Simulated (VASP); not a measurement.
# SiC (Moissanite) (P6_3mc) in VASP: further runs

Aim: see how the results for SiC (Moissanite) move with the level of theory and the settings. Levels: revPBE, r2SCAN. Tasks: single point.

Program: VASP 6.6.1. These are calculated values, not measurements. Logs are shortened: lines on timing, memory, paths and dates and some standing lists are left out, and cuts for length are marked.

## Step 1: The cell of the first run

The structure is hexagonal, space group P6_3mc (No. 186). The conventional cell has a = 3.104 Å, b = 3.104 Å, c = 5.093 Å, α = 90.00°, β = 90.00°, γ = 120.00°. Within 2.5 Å of Si (site symmetry 3m) lie 4 C at 1.90 to 1.91 Å. Within 2.5 Å of C (site symmetry 3m) lie 4 Si at 1.90 to 1.91 Å.

## Step 2: Single point, revPBE

File INCAR:

```
SYSTEM = SiC
  PREC = Accurate
  ENCUT = 520
  EDIFF = 1E-6
  ISMEAR = -1
  SIGMA = 0.05
  LREAL = .False.
  LASPH = .True.
  NELM = 100
  ALGO = Normal
  ISIF = 2
  LWAVE = .False.
  LCHARG = .True.
  GGA = RE
  LELF = .True.
  LVHAR = .True.
  NBANDS = 16
```

File KPOINTS:

```
Automatic mesh
0
Gamma
  10 10 5
  0 0 0
```

File POSCAR:

```
SiC
1.0
    3.1036190447      0.0000000000      0.0000000000
   -1.5518095223      2.6878129364      0.0000000000
    0.0000000000      0.0000000000      5.0930782281
Si C
2 2
Direct
    0.6666666667      0.3333333333      0.5045693437
    0.3333333333      0.6666666667      0.0045693437
    0.6666666667      0.3333333333      0.8804306563
    0.3333333333      0.6666666667      0.3804306563
```

Potentials or basis: VASP PAW PBE potentials, release 64 (Si, C).

Launch:

```bash
> cat potpaw_PBE.64/Si/POTCAR potpaw_PBE.64/C/POTCAR > POTCAR
> mpirun -np 1 vasp_std > vasp.out
```

OUTCAR:

```text
SYSTEM = SiC
   PREC = Accurate
   ENCUT = 520
   EDIFF = 1E-6
   ISMEAR = -1
   LREAL = .False.
   LASPH = .True.
   NELM = 100
   ISIF = 2
   GGA = RE

 ion  position               nearest neighbor table
   1  0.667  0.333  0.505-   4 1.90   4 1.90   4 1.90   3 1.91   2 3.11   2 3.11   2 3.11   2 3.11
                             2 3.11   2 3.11
   2  0.333  0.667  0.005-   3 1.90   3 1.90   3 1.90   4 1.91   1 3.11   1 3.11   1 3.11   1 3.11
                             1 3.11   1 3.11
   3  0.667  0.333  0.880-   2 1.90   2 1.90   2 1.90   1 1.91
   4  0.333  0.667  0.380-   1 1.90   1 1.90   1 1.90   2 1.91

  LATTYP: Found a hexagonal cell.
 ALAT       =     3.1036190447
 C/A-ratio  =     1.6410126870

  Lattice vectors:

 A1 = (   3.1036190447,   0.0000000000,   0.0000000000)
 A2 = (  -1.5518095223,   2.6878129364,   0.0000000000)
 A3 = (   0.0000000000,   0.0000000000,   5.0930782281)

Analysis of symmetry for initial positions (statically):
=====================================================================
 Subroutine PRICEL returns:
 Original cell was already a primitive cell.

 Routine SETGRP: Setting up the symmetry group for a
 hexagonal supercell.

 Subroutine GETGRP returns: Found 12 space group operations
 (whereof  6 operations were pure point group operations)
 out of a pool of 24 trial point group operations.

The static configuration has the point symmetry C_3v.
 The point group associated with its full space group is C_6v.

Analysis of symmetry for dynamics (positions and initial velocities):
=====================================================================
 Subroutine PRICEL returns:
 Original cell was already a primitive cell.

 Routine SETGRP: Setting up the symmetry group for a
 hexagonal supercell.

 Subroutine GETGRP returns: Found 12 space group operations
 (whereof  6 operations were pure point group operations)
 out of a pool of 24 trial point group operations.

The dynamic configuration has the point symmetry C_3v.
 The point group associated with its full space group is C_6v.

 Subroutine INISYM returns: Found 12 space group operations
 (whereof  6 operations are pure point group operations),
 and found     1 'primitive' translations

----------------------------------------------------------------------------------------

                                     Primitive cell

  volume of cell :      42.4862

  direct lattice vectors                    reciprocal lattice vectors
     3.103619045  0.000000000  0.000000000     0.322204493  0.186024851  0.000000000
[... 95 lines left out ...]
   NFREE  =      0    steps in history (QN), initial steepest desc. (CG)
   ISIF   =      2    stress and relaxation
   ISYM   =      2    0-nonsym 1-usesym 2-fastsym
   POTIM  = 0.5000    time-step for ionic-motion
   TEBEG  =    0.0;   TEEND  =   0.0 temperature during run
   PSTRESS=    0.0 pullay stress
   NELECT =      16.0000    total number of electrons
   NUPDOWN=      -1.0000    fix difference up-down
   EMIN   =  10.00;   EMAX   =-10.00  energy-range for DOS
   EFERMI =   0.00;   METHOD = LEGACY
   ISMEAR =    -1;   SIGMA  =   0.05  broadening in eV -4-tet -1-fermi 0-gaus
   EFERMI_NEDOS =   21; number of points for ismear=-14 and -15
   IALGO  =     38    algorithm
   IMIX   =      4    mixing-type and parameters
     AMIX     =   0.40;   BMIX     =  1.00
     AMIX_MAG =   1.60;   BMIX_MAG =  1.00
  volume/ion in A,a.u.               =      10.62        71.68
  Fermi-wavevector in a.u.,A,eV,Ry     =   1.182222  2.234075 19.016155  1.397648
  Thomas-Fermi vector in A             =   2.318480
   LORBIT       =      0    0 simple, 1 ext, 2 COOP (PROOUT), +10 PAW based schemes
   GGA     = RE    functional components
   LHFCALC =     F    Hartree Fock is set to
   AEXX    =    0.0000 exact exchange contribution
   IVDW    =     0    specifies the selected vdW correction
   LEPSILON=     F    determine dielectric tensor
   LRPA    =     F    only Hartree local field effects (RPA)
 non-spin polarized calculation
  energy-cutoff  :      520.00
  volume of cell :       42.49
 maximum number of plane-waves:      1158
 NGX is ok and might be reduce to    24
   NGX = 11   NGY = 11   NGZ = 19

 number of electron      16.0000001 magnetization

 Free energy of the ion-electron system (eV)
  ---------------------------------------------------
  ext. energy  EPLUGINS =         0.00000000
  ---------------------------------------------------
  free energy    TOTEN  =       -28.89060245 eV

  energy without entropy =      -28.89060245  energy(sigma->0) =      -28.89060245

 E-fermi :   9.0050     XC(G=0): -11.1850

 val. band max:        8.0258391089   @ k =   0.0000   0.0000   0.0000
 cond. band min:      10.5274530833   @ k =   0.3000   0.3000   0.0000
 fundamental gap:      2.5016139744
 Fermi energy:         9.0050068166

 k-point     1 :       0.0000    0.0000    0.0000
  band No.  band energies     occupation
      1      -7.3458      2.00000
      2      -3.8918      2.00000
      3      -0.5062      2.00000
      4       6.7249      2.00000
      5       6.7249      2.00000
      6       7.9187      2.00000
[... 433 lines left out ...]
      3       0.0450      2.00000
      4       1.5036      2.00000
      5       3.4172      2.00000
      6       4.3567      2.00000
[... 8 lines left out ...]
     15      19.3475      0.00000
     16      20.6923      0.00000

 [... further k-points ...]

------------------------ aborting loop because EDIFF is reached ----------------------------------------

  FORCE on cell =-STRESS in cart. coord.  units (eV):
  Direction    XX          YY          ZZ          XY          YZ          ZX
  --------------------------------------------------------------------------------------
  -------------------------------------------------------------------------------------
  Total       -0.0967838     -0.0967838     -0.0965982     -0.0000000      0.0000000      0.0000000
  in kB       -3.6497685     -3.6497685     -3.6427697     -0.0000000      0.0000000      0.0000000
  external PRESSURE =      -3.6474356 kB  Pullay stress =       0.0000000 kB

 VOLUME and BASIS-vectors are now :
 -----------------------------------------------------------------------------
  energy-cutoff  :      520.00
  volume of cell :       42.49
      direct lattice vectors                 reciprocal lattice vectors
     3.103619045  0.000000000  0.000000000     0.322204493  0.186024851  0.000000000
    -1.551809522  2.687812936  0.000000000     0.000000000  0.372049701  0.000000000
     0.000000000  0.000000000  5.093078228     0.000000000  0.000000000  0.196344913

 POSITION                                       TOTAL-FORCE (eV/Angst)
 -----------------------------------------------------------------------------------
      1.55181      0.89594      2.56981         0.000000      0.000000     -0.000791
     -0.00000      1.79188      0.02327         0.000000     -0.000000     -0.000791
      1.55181      0.89594      4.48410        -0.000000      0.000000      0.000791
     -0.00000      1.79188      1.93756         0.000000      0.000000      0.000791
 -----------------------------------------------------------------------------------
    total drift:                               -0.000000      0.000000      0.000418

  FREE ENERGIE OF THE ION-ELECTRON SYSTEM (eV)
  ---------------------------------------------------
  free  energy   TOTEN  =       -28.8906024527 eV

  energy  without entropy=      -28.8906024526  energy(sigma->0) =      -28.89060245
```

OSZICAR:

```text
N       E                     dE             d eps       ncg     rms          rms(c)
DAV:   1     0.254195430959E+02    0.25420E+02   -0.71440E+03  1344   0.896E+02
DAV:   2    -0.299087152569E+02   -0.55328E+02   -0.50402E+02  1912   0.156E+02
DAV:   3    -0.323333404556E+02   -0.24246E+01   -0.24148E+01  1800   0.295E+01
DAV:   4    -0.323514182854E+02   -0.18078E-01   -0.18074E-01  1616   0.315E+00
DAV:   5    -0.323515984568E+02   -0.18017E-03   -0.18017E-03  1792   0.297E-01    0.126E+01
DAV:   6    -0.289521407857E+02    0.33995E+01   -0.60675E+00  1704   0.150E+01    0.591E+00
DAV:   7    -0.288992722671E+02    0.52869E-01   -0.10644E+00  1880   0.597E+00    0.254E+00
DAV:   8    -0.288902808548E+02    0.89914E-02   -0.42976E-02  1528   0.135E+00    0.634E-01
DAV:   9    -0.288900562592E+02    0.22460E-03   -0.79552E-03  1720   0.611E-01    0.136E-01
DAV:  10    -0.288905636160E+02   -0.50736E-03   -0.12056E-03  1624   0.203E-01    0.589E-02
DAV:  11    -0.288905994668E+02   -0.35851E-04   -0.14859E-04  1648   0.844E-02    0.102E-02
DAV:  12    -0.288906015829E+02   -0.21161E-05   -0.98130E-06  1800   0.199E-02    0.368E-03
DAV:  13    -0.288906024527E+02   -0.86977E-06   -0.93357E-07  1424   0.639E-03
   1 F= -.28890602E+02 E0= -.28890602E+02  d E =-.443153E-10
```

Run time: 18 s. Hardware: 1 thread of AMD EPYC 9R45 (Zen 5), shared host; peak memory 0.13 GiB.

Results:

```
Free energy            : -28.8906 eV
Pressure               : -0.4 GPa
Band gap on the k mesh : 2.50 eV, indirect (least direct gap 3.94 eV)
```

Caveat: the PAW data sets were made with another functional, which shifts forces and pressure a little.

## Step 3: Single point, r2SCAN

This run uses another cell than the first one, of 9.72 Å³/atom, 0.915 times its volume.

File POSCAR:

```
SiC
1.0
    3.0132068704      0.0000000000      0.0000000000
   -1.5066034352      2.6095136966      0.0000000000
    0.0000000000      0.0000000000      4.9449506768
Si C
2 2
Direct
    0.6666666667      0.3333333333      0.5000000000
    0.3333333333      0.6666666667      0.0000000000
    0.6666666667      0.3333333333      0.8850000000
    0.3333333333      0.6666666667      0.3850000000
```

File INCAR.step1:

```
SYSTEM = SiC
PREC = Accurate
ENCUT = 520
ISMEAR = -1
SIGMA = 0.05
LREAL = .False.
LASPH = .True.
NELM = 100
NBANDS = 16
GGA = PE
ALGO = Normal
EDIFF = 1E-4
LWAVE = .True.
LCHARG = .False.
```

File INCAR.step2:

```
SYSTEM = SiC
PREC = Accurate
ENCUT = 520
EDIFF = 1E-6
ISMEAR = -1
SIGMA = 0.05
LREAL = .False.
LASPH = .True.
NELM = 100
ALGO = Normal
ISIF = 2
LWAVE = .False.
LCHARG = .True.
METAGGA = R2SCAN
LMIXTAU = .True.
LELF = .True.
LVHAR = .True.
NBANDS = 16
ISTART = 1
```

KPOINTS is that of step 2.

Potentials or basis: VASP PAW PBE potentials, release 64 (Si, C).

Launch:

```bash
> cat potpaw_PBE.64/Si/POTCAR potpaw_PBE.64/C/POTCAR > POTCAR
> cp INCAR.step1 INCAR
> mpirun -np 1 vasp_std > vasp.out
> cp INCAR.step2 INCAR
> mpirun -np 1 vasp_std > vasp.out
```

Run time: 72 s. Hardware: 1 thread of AMD EPYC 9R45 (Zen 5), shared host; peak memory 0.14 GiB.

Results (log left out):

```
Free energy            : -38.4833 eV
Pressure               : 15.8 GPa
Largest force          : 0.873 eV/Å
Band gap on the k mesh : 2.78 eV, indirect (least direct gap 4.74 eV)
```

Forces in eV/Å, atoms in the order of the input:
```
Si   0.000  0.000  0.873
Si   0.000  0.000  0.873
C    0.000  0.000 -0.873
C    0.000  0.000 -0.873
```

Stress tensor (GPa, compression positive):
```
18.15  0.00  0.00
 0.00 18.15  0.00
 0.00  0.00 11.20
```

Levels at points of the mesh, in eV from the valence-band top:
| k point | band 5 | band 6 | band 7 | band 8 | band 9 | band 10 | band 11 | band 12 |
| --- | --- | --- | --- | --- | --- | --- | --- | --- |
| (0.00, 0.00, 0.00) | -1.67 | -0.29 | -0.29 | 0.00 | 5.77 | 7.25 | 7.42 | 7.42 |
| (0.50, 0.00, 0.00) | -5.85 | -3.84 | -3.52 | -1.58 | 3.17 | 4.72 | 7.83 | 7.97 |

Caveat: the PAW data sets were made with another functional, which shifts forces and pressure a little. r2SCAN opens gaps a little over a GGA but as a rule still falls short of measured ones.

## Step 4: Single point, r2SCAN

This run uses another cell than the first one, of 9.93 Å³/atom, 0.935 times its volume.

File POSCAR:

```
SiC
1.0
    3.0344273363      0.0000000000      0.0000000000
   -1.5172136681      2.6278911591      0.0000000000
    0.0000000000      0.0000000000      4.9797754205
Si C
2 2
Direct
    0.6666666667      0.3333333333      0.5000000000
    0.3333333333      0.6666666667      0.0000000000
    0.6666666667      0.3333333333      0.8850000000
    0.3333333333      0.6666666667      0.3850000000
```

File INCAR.step1:

```
SYSTEM = SiC
PREC = Accurate
ENCUT = 520
ISMEAR = -1
SIGMA = 0.05
LREAL = .FALSE.
LASPH = .TRUE.
NELM = 100
NBANDS = 16
GGA = PE
ALGO = Normal
EDIFF = 1E-4
LWAVE = .TRUE.
LCHARG = .FALSE.
```

File INCAR.step2:

```
SYSTEM = SiC
PREC = Accurate
ENCUT = 520
EDIFF = 1E-6
ISMEAR = -1
SIGMA = 0.05
LREAL = .FALSE.
LASPH = .TRUE.
NELM = 100
ALGO = Normal
ISIF = 2
LWAVE = .FALSE.
LCHARG = .FALSE.
METAGGA = R2SCAN
LMIXTAU = .TRUE.
NBANDS = 16
ISTART = 1
```

File KPOINTS:

```
regular mesh
0
G
  10 10 5
  0 0 0
```

Potentials or basis: VASP PAW PBE potentials, release 64 (Si, C).

Launch:

```bash
> cat potpaw_PBE.64/Si/POTCAR potpaw_PBE.64/C/POTCAR > POTCAR
> cp INCAR.step1 INCAR
> mpirun -np 1 vasp_std > vasp.out
> cp INCAR.step2 INCAR
> mpirun -np 1 vasp_std > vasp.out
```

OUTCAR:

```text
SYSTEM = SiC
   PREC = Accurate
   ENCUT = 520
   EDIFF = 1E-6
   ISMEAR = -1
   LREAL = .FALSE.
   LASPH = .TRUE.
   NELM = 100
   ISIF = 2
   METAGGA = R2SCAN
   ISTART = 1

 ion  position               nearest neighbor table
   1  0.667  0.333  0.500-   4 1.84   4 1.84   4 1.84   3 1.92   2 3.04   2 3.04   2 3.04   2 3.04
                             2 3.04   2 3.04
   2  0.333  0.667  0.000-   3 1.84   3 1.84   3 1.84   4 1.92   1 3.04   1 3.04   1 3.04   1 3.04
                             1 3.04   1 3.04
[... 662 lines left out ...]
  --------------------------------------------------------------------------------------
  -------------------------------------------------------------------------------------
  Total        2.9750112      2.9750112      1.5115010      0.0000000      0.0000000      0.0000000
  in kB      120.0342878    120.0342878     60.9852957      0.0000000      0.0000000      0.0000000
  external PRESSURE =     100.3512905 kB  Pullay stress =       0.0000000 kB

 VOLUME and BASIS-vectors are now :
 -----------------------------------------------------------------------------
  energy-cutoff  :      520.00
  volume of cell :       39.71
      direct lattice vectors                 reciprocal lattice vectors
     3.034427336  0.000000000  0.000000000     0.329551474  0.190266632  0.000000000
    -1.517213668  2.627891159  0.000000000     0.000000000  0.380533264  0.000000000
     0.000000000  0.000000000  4.979775421     0.000000000  0.000000000  0.200812269

 POSITION                                       TOTAL-FORCE (eV/Angst)
 -----------------------------------------------------------------------------------
      1.51721      0.87596      2.48989        -0.000000      0.000000      0.837600
     -0.00000      1.75193      0.00000         0.000000     -0.000000      0.837600
      1.51721      0.87596      4.40710        -0.000000      0.000000     -0.837600
     -0.00000      1.75193      1.91721         0.000000      0.000000     -0.837600
 -----------------------------------------------------------------------------------
    total drift:                                0.000000      0.000000      0.000403

  FREE ENERGIE OF THE ION-ELECTRON SYSTEM (eV)
  ---------------------------------------------------
  free  energy   TOTEN  =       -38.5500896777 eV

  energy  without entropy=      -38.5500896776  energy(sigma->0) =      -38.55008968
```

OSZICAR.step1:

```text
N       E                     dE             d eps       ncg     rms          rms(c)
DAV:   1     0.249627964616E+02    0.24963E+02   -0.71833E+03  1344   0.896E+02
DAV:   2    -0.315426002065E+02   -0.56505E+02   -0.51735E+02  1904   0.158E+02
DAV:   3    -0.339443405385E+02   -0.24017E+01   -0.23943E+01  1760   0.301E+01
DAV:   4    -0.339608032271E+02   -0.16463E-01   -0.16461E-01  1608   0.309E+00
DAV:   5    -0.339609551999E+02   -0.15197E-03   -0.15197E-03  1752   0.279E-01    0.131E+01
DAV:   6    -0.300955557343E+02    0.38654E+01   -0.67410E+00  1704   0.161E+01    0.600E+00
DAV:   7    -0.299976874957E+02    0.97868E-01   -0.12373E+00  1880   0.653E+00    0.258E+00
DAV:   8    -0.299802755267E+02    0.17412E-01   -0.52249E-02  1520   0.144E+00    0.659E-01
DAV:   9    -0.299786329992E+02    0.16425E-02   -0.78213E-03  1784   0.606E-01    0.120E-01
DAV:  10    -0.299789296835E+02   -0.29668E-03   -0.96820E-04  1680   0.182E-01    0.570E-02
DAV:  11    -0.299789542698E+02   -0.24586E-04   -0.73947E-05  1128   0.658E-02
   1 F= -.29978954E+02 E0= -.29978954E+02  d E =-.769979E-10
```

Wall time 78 s (1 thread of AMD EPYC 9R45 (Zen 5), shared host); peak memory 0.14 GiB.

What came out:

* Free energy: -38.5501 eV
* Pressure: 10.0 GPa
* Largest force: 0.838 eV/Å
* Band gap on the k mesh: 2.81 eV, indirect (least direct gap 4.69 eV)

Forces on the atoms (eV/Å):
```
Si   0.000  0.000  0.838
Si   0.000  0.000  0.838
C    0.000  0.000 -0.838
C    0.000  0.000 -0.838
```

Caveat: the PAW data sets were made with another functional, which shifts forces and pressure a little.

## Step 5: Overview

```csv
level,cell,gap on the mesh (eV),pressure (GPa),largest force (eV/Å)
revPBE,"a = 3.104, b = 3.104, c = 5.093 Å, angles 90.0, 90.0, 120.0°, 4 atoms",2.50,-0.4,-
r2SCAN,"a = 3.013, b = 3.013, c = 4.945 Å, angles 90.0, 90.0, 120.0°, 4 atoms",2.78,15.8,0.87
r2SCAN,"a = 3.034, b = 3.034, c = 4.980 Å, angles 90.0, 90.0, 120.0°, 4 atoms",2.81,10.0,0.84
```

Alike in all rows: task single point; potentials or basis VASP PAW PBE potentials, release 64 (Si, C); no spin polarisation; k mesh 10 × 10 × 5; cutoff (eV) 520; smearing fermi-dirac 0.05 eV.

Caveats: the PAW data sets were made with another functional, which shifts forces and pressure a little.

Total energies depend on the potentials used, so only differences within one code and one set of settings carry meaning.
